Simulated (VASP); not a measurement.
# LiH (I4/mmm) in VASP: a series of runs

The runs below take LiH through single point, with PBE.

Everything below comes from runs of VASP 6.6.1. Logs are shortened: lines on timing, memory, paths and dates and some standing lists are left out, and cuts for length are marked.

### 1 The cell of the first run

The structure is tetragonal, space group I4/mmm (No. 139). The conventional cell has a = 2.874 Å, b = 2.874 Å, c = 4.146 Å, α = 90.00°, β = 90.00°, γ = 90.00°. Within 2.7 Å of Li (site symmetry 4/mmm) lie 6 H at 2.03 to 2.07 Å. Within 2.7 Å of H (site symmetry 4/mmm) lie 6 Li at 2.03 to 2.07 Å.

### 2 Single point, PBE (strain +0.0200 x Voigt [0, 1, 0, 0, 0, 0])

File INCAR:

```
  PREC = Accurate
  ENCUT = 750
  EDIFF = 1E-6
  ISMEAR = 0
  SIGMA = 0.05
  LREAL = False
  LASPH = True
  NELM = 120
  ALGO = Normal
  ISIF = 2
  LWAVE = False
  LCHARG = False
  GGA = PE
  NBANDS = 9
  GGA_COMPAT = False
```

File KPOINTS:

```
regular mesh
0
Gamma
  10 10 10
```

File POSCAR:

```
LiH
1.0
    0.0000000000      2.0731500000      2.0325000000
    2.0325000000      0.0000000000      2.0325000000
    2.0325000000      2.0731500000      0.0000000000
Li H
1 1
Direct
    0.0000000000      0.0000000000      0.0000000000
    0.5000000000      0.5000000000      0.5000000000
```

Potentials or basis: VASP PAW PBE potentials, release 64 (Li_sv, H).

Run with:

```console
> cat potpaw_PBE.64/Li_sv/POTCAR potpaw_PBE.64/H/POTCAR > POTCAR
> mpirun -np 1 vasp_std > vasp.out
```

OUTCAR:

```text
PREC = Accurate
   ENCUT = 750
   EDIFF = 1E-6
   ISMEAR = 0
   LREAL = False
   LASPH = True
   NELM = 120
   ISIF = 2
   GGA = PE

 ion  position               nearest neighbor table
   1  0.000  0.000  0.000-
   2  0.500  0.500  0.500-

  LATTYP: Found a body centered tetragonal cell.
 ALAT       =     2.8743890655
 C/A-ratio  =     1.4424978336

  Lattice vectors:

 A1 = (   0.0000000000,  -2.0731500000,   2.0325000000)
 A2 = (   0.0000000000,  -2.0731500000,  -2.0325000000)
 A3 = (   2.0325000000,   2.0731500000,   0.0000000000)

Analysis of symmetry for initial positions (statically):
=====================================================================
 Subroutine PRICEL returns:
 Original cell was already a primitive cell.

 Routine SETGRP: Setting up the symmetry group for a
 body centered tetragonal supercell.

 Subroutine GETGRP returns: Found 16 space group operations
 (whereof 16 operations were pure point group operations)
 out of a pool of 16 trial point group operations.

The static configuration has the point symmetry D_4h.

Analysis of symmetry for dynamics (positions and initial velocities):
=====================================================================
 Subroutine PRICEL returns:
 Original cell was already a primitive cell.

 Routine SETGRP: Setting up the symmetry group for a
 body centered tetragonal supercell.

 Subroutine GETGRP returns: Found 16 space group operations
 (whereof 16 operations were pure point group operations)
 out of a pool of 16 trial point group operations.

The dynamic configuration has the point symmetry D_4h.

 Subroutine INISYM returns: Found 16 space group operations
 (whereof 16 operations are pure point group operations),
 and found     1 'primitive' translations

----------------------------------------------------------------------------------------

                                     Primitive cell

  volume of cell :      17.1286

  direct lattice vectors                    reciprocal lattice vectors
     0.000000000  2.073150000  2.032500000    -0.246002460  0.241178882  0.246002460
     2.032500000  0.000000000  2.032500000     0.246002460 -0.241178882  0.246002460
     2.032500000  2.073150000  0.000000000     0.246002460  0.241178882 -0.246002460

  length of vectors
     2.903275249  2.874389066  2.903275249     0.423322187  0.423322187  0.423322187

  position of ions in fractional coordinates (direct lattice)
     0.000000000  0.000000000  0.000000000
     0.500000000  0.500000000  0.500000000

  ion indices of the primitive-cell ions
   primitive index   ion index
                 1           1
                 2           2

----------------------------------------------------------------------------------------

 KPOINTS: regular mesh

Automatic generation of k-mesh.
 Grid dimensions read from file:
 generate k-points for:   10   10   10

 Generating k-lattice:

  Cartesian coordinates                     Fractional coordinates (reciprocal lattice)
    -0.024600246  0.024117888  0.024600246     0.100000000  0.000000000  0.000000000
     0.024600246 -0.024117888  0.024600246    -0.000000000  0.100000000 -0.000000000
     0.024600246  0.024117888 -0.024600246     0.000000000  0.000000000  0.100000000

  Length of vectors
     0.042332219  0.042332219  0.042332219

  Shift w.r.t. Gamma in fractional coordinates (k-lattice)
     0.000000000  0.000000000  0.000000000

 Subroutine IBZKPT returns following result:
 ===========================================

 Found    102 irreducible k-points:

 Following reciprocal coordinates:
            Coordinates               Weight
  0.000000  0.000000  0.000000      1.000000
  0.100000  0.000000 -0.000000      8.000000
  0.200000  0.000000 -0.000000      8.000000
  0.300000  0.000000 -0.000000      8.000000
  0.400000  0.000000  0.000000      8.000000
  0.500000  0.000000  0.000000      4.000000
[... 16 lines left out ...]
  0.300000  0.300000  0.000000      4.000000
  0.400000  0.300000  0.000000     16.000000
 [... further k-points ...]
   k-points           NKPTS =    102   k-points in BZ     NKDIM =    102   number of bands    NBANDS=      9
   number of dos      NEDOS =    301   number of ions     NIONS =      2
   total plane-waves  NPLWV =  21952
   dimension x,y,z NGX =    28 NGY =   28 NGZ =   28
   dimension x,y,z NGXF=    56 NGYF=   56 NGZF=   56
   ions per type =               1   1
   NGX,Y,Z   is equivalent  to a cutoff of  16.03, 16.19, 16.03 a.u.
   NGXF,Y,Z  is equivalent  to a cutoff of  32.07, 32.39, 32.07 a.u.
 SYSTEM =  unknown system
   PREC   = accura    normal or accurate (medium, high low for compatibility)
   ISTART =      0    job   : 0-new  1-cont  2-samecut
   ICHARG =      2    charge: 1-file 2-atom 10-const
   ISPIN  =      1    spin polarized calculation?
   LNONCOLLINEAR =      F non collinear calculations
   LSORBIT =      F    spin-orbit coupling
   LASPH  =      T    aspherical Exc in radial PAW
   ENCUT  =  750.0 eV  55.12 Ry    7.42 a.u.   6.48  6.42  6.48*2*pi/ulx,y,z
   NELM   =    120;   NELMIN=  2; NELMDL= -5     # of ELM steps
   EDIFF  = 0.1E-05   stopping-criterion for ELM
   LREAL  =      F    real-space projection
   EDIFFG = 0.1E-04   stopping-criterion for IOM
   NSW    =      0    number of steps for IOM
   IBRION =     -1    ionic relax: 0-MD 1-quasi-New 2-CG
   NFREE  =      0    steps in history (QN), initial steepest desc. (CG)
   ISIF   =      2    stress and relaxation
   ISYM   =      2    0-nonsym 1-usesym 2-fastsym
   POTIM  = 0.5000    time-step for ionic-motion
   TEBEG  =    0.0;   TEEND  =   0.0 temperature during run
   PSTRESS=    0.0 pullay stress
   NELECT =       4.0000    total number of electrons
   NUPDOWN=      -1.0000    fix difference up-down
   EMIN   =  10.00;   EMAX   =-10.00  energy-range for DOS
   EFERMI =   0.00;   METHOD = LEGACY
   ISMEAR =     0;   SIGMA  =   0.05  broadening in eV -4-tet -1-fermi 0-gaus
   EFERMI_NEDOS =   21; number of points for ismear=-14 and -15
   IALGO  =     38    algorithm
   IMIX   =      4    mixing-type and parameters
     AMIX     =   0.40;   BMIX     =  1.00
     AMIX_MAG =   1.60;   BMIX_MAG =  1.00
  volume/ion in A,a.u.               =       8.56        57.79
  Fermi-wavevector in a.u.,A,eV,Ry     =   1.008140  1.905109 13.828233  1.016346
  Thomas-Fermi vector in A             =   2.140989
   LORBIT       =      0    0 simple, 1 ext, 2 COOP (PROOUT), +10 PAW based schemes
   GGA     = PE    functional components
   LHFCALC =     F    Hartree Fock is set to
   AEXX    =    0.0000 exact exchange contribution
   IVDW    =     0    specifies the selected vdW correction
   LEPSILON=     F    determine dielectric tensor
   LRPA    =     F    only Hartree local field effects (RPA)
 non-spin polarized calculation
 Gauss-broadening in eV      SIGMA  =   0.05
  energy-cutoff  :      750.00
  volume of cell :       17.13
 maximum number of plane-waves:       817
 NGX is ok and might be reduce to    28
   NGX = 13   NGY = 13   NGZ = 13

 number of electron       3.9999998 magnetization

 Free energy of the ion-electron system (eV)
  ---------------------------------------------------
  ext. energy  EPLUGINS =         0.00000000
  ---------------------------------------------------
  free energy    TOTEN  =        -6.11883111 eV

  energy without entropy =       -6.11883111  energy(sigma->0) =       -6.11883111

 E-fermi :   0.1290     XC(G=0):  -8.3154

 val. band max:       -0.1423268713   @ k =   0.5000   0.5000   0.0000
 cond. band min:       2.6654330969   @ k =   0.5000   0.0000   0.5000
 fundamental gap:      2.8077599682
 Fermi energy:         0.1289842313

 k-point     1 :       0.0000    0.0000    0.0000
  band No.  band energies     occupation
      1     -44.5365      2.00000
      2      -5.3995      2.00000
      3      15.1006      0.00000
      4      17.0298      0.00000
      5      17.0298      0.00000
      6      17.1903      0.00000
      7      21.6157      0.00000
      8      21.7266      0.00000
      9      21.7266      0.00000

 k-point     2 :       0.1000    0.0000   -0.0000
  band No.  band energies     occupation
      1     -44.5330      2.00000
      2      -5.2264      2.00000
      3      13.7955      0.00000
      4      16.0612      0.00000
      5      16.7018      0.00000
      6      16.7359      0.00000
      7      21.1247      0.00000
      8      22.4622      0.00000
      9      22.5021      0.00000

 k-point     3 :       0.2000    0.0000   -0.0000
  band No.  band energies     occupation
      1     -44.5239      2.00000
      2      -4.7193      2.00000
      3      10.7589      0.00000
      4      14.7965      0.00000
      5      16.0873      0.00000
      6      16.1692      0.00000
      7      21.7567      0.00000
      8      22.1042      0.00000
      9      22.5663      0.00000

 k-point     4 :       0.3000    0.0000   -0.0000
  band No.  band energies     occupation
      1     -44.5126      2.00000
      2      -3.9382      2.00000
      3       7.7540      0.00000
      4      13.7960      0.00000
      5      15.6744      0.00000
      6      15.8646      0.00000
      7      19.9911      0.00000
      8      20.5655      0.00000
      9      23.3715      0.00000

 k-point     5 :       0.4000    0.0000    0.0000
  band No.  band energies     occupation
      1     -44.5035      2.00000
      2      -3.0785      2.00000
      3       5.4858      0.00000
      4      13.1479      0.00000
      5      15.5721      0.00000
      6      15.8593      0.00000
      7      18.6021      0.00000
      8      19.0843      0.00000
      9      25.0597      0.00000

 k-point     6 :       0.5000    0.0000    0.0000
  band No.  band energies     occupation
      1     -44.5000      2.00000
      2      -2.6463      2.00000
      3       4.5753      0.00000
      4      12.9244      0.00000
      5      15.6054      0.00000
      6      15.9428      0.00000
      7      18.0644      0.00000
      8      18.4980      0.00000
      9      26.0205      0.00000
[... 169 lines left out ...]
 k-point    21 :      -0.3000    0.2000    0.0000
  band No.  band energies     occupation
      1     -44.5003      2.00000
      2      -2.7044      2.00000
      3       6.4734      0.00000
      4       8.7958      0.00000
      5      14.4456      0.00000
      6      15.0481      0.00000
      7      21.5808      0.00000
      8      24.4114      0.00000
      9      25.3594      0.00000

 k-point    22 :      -0.2000    0.2000    0.0000
  band No.  band energies     occupation
      1     -44.5089      2.00000
      2      -3.6175      2.00000
      3       9.1149      0.00000
      4       9.1497      0.00000
      5      15.1358      0.00000
      6      16.2177      0.00000
      7      20.8588      0.00000
      8      22.8478      0.00000
      9      24.5613      0.00000

 k-point    23 :       0.3000    0.3000    0.0000
  band No.  band energies     occupation
      1     -44.5045      2.00000
      2      -3.2145      2.00000
      3       8.2176      0.00000
      4      11.5325      0.00000
      5      11.6992      0.00000
      6      14.7719      0.00000
      7      16.4614      0.00000
      8      27.2535      0.00000
      9      28.9728      0.00000

 k-point    24 :       0.4000    0.3000    0.0000
  band No.  band energies     occupation
      1     -44.4974      2.00000
      2      -2.3478      2.00000
      3       6.4157      0.00000
      4       9.9419      0.00000
      5      11.1838      0.00000
      6      15.4231      0.00000
      7      16.5683      0.00000
      8      28.0524      0.00000
      9      28.8163      0.00000

 [... further k-points ...]
[... 5 lines left out ...]
  --------------------------------------------------------------------------------------
  -------------------------------------------------------------------------------------
  Total       -0.1973660     -0.3120817     -0.1973660     -0.0000000     -0.0000000      0.0000000
  in kB      -18.4612542    -29.1915461    -18.4612542     -0.0000000     -0.0000000      0.0000000
  external PRESSURE =     -22.0380181 kB  Pullay stress =       0.0000000 kB

 VOLUME and BASIS-vectors are now :
 -----------------------------------------------------------------------------
  energy-cutoff  :      750.00
  volume of cell :       17.13
      direct lattice vectors                 reciprocal lattice vectors
     0.000000000  2.073150000  2.032500000    -0.246002460  0.241178882  0.246002460
     2.032500000  0.000000000  2.032500000     0.246002460 -0.241178882  0.246002460
     2.032500000  2.073150000  0.000000000     0.246002460  0.241178882 -0.246002460

 POSITION                                       TOTAL-FORCE (eV/Angst)
 -----------------------------------------------------------------------------------
      0.00000      0.00000      0.00000         0.000000     -0.000000      0.000000
      2.03250      2.07315      2.03250         0.000000      0.000000     -0.000000
 -----------------------------------------------------------------------------------
    total drift:                                0.000000      0.000000      0.000000

  FREE ENERGIE OF THE ION-ELECTRON SYSTEM (eV)
  ---------------------------------------------------
  free  energy   TOTEN  =        -6.1188311127 eV

  energy  without entropy=       -6.1188311127  energy(sigma->0) =       -6.11883111
```

Wall time 43 s (1 thread of AMD EPYC 7R13, shared host); peak memory 0.13 GiB.

Results:

```yaml
Free_energy: -6.1188 eV
Pressure: -2.2 GPa
Band_gap_on_the_k_mesh: 2.81 eV, indirect (least direct gap 2.96 eV)
```

Stress tensor (GPa, compression positive):
```
-1.85  0.00  0.00
 0.00 -2.92  0.00
 0.00  0.00 -1.85
```

Caveat: the cell differs from its parent crystal (strain +0.0200 x Voigt [0, 1, 0, 0, 0, 0]). A k mesh can miss the band edges.

[end of part 1 of 2]
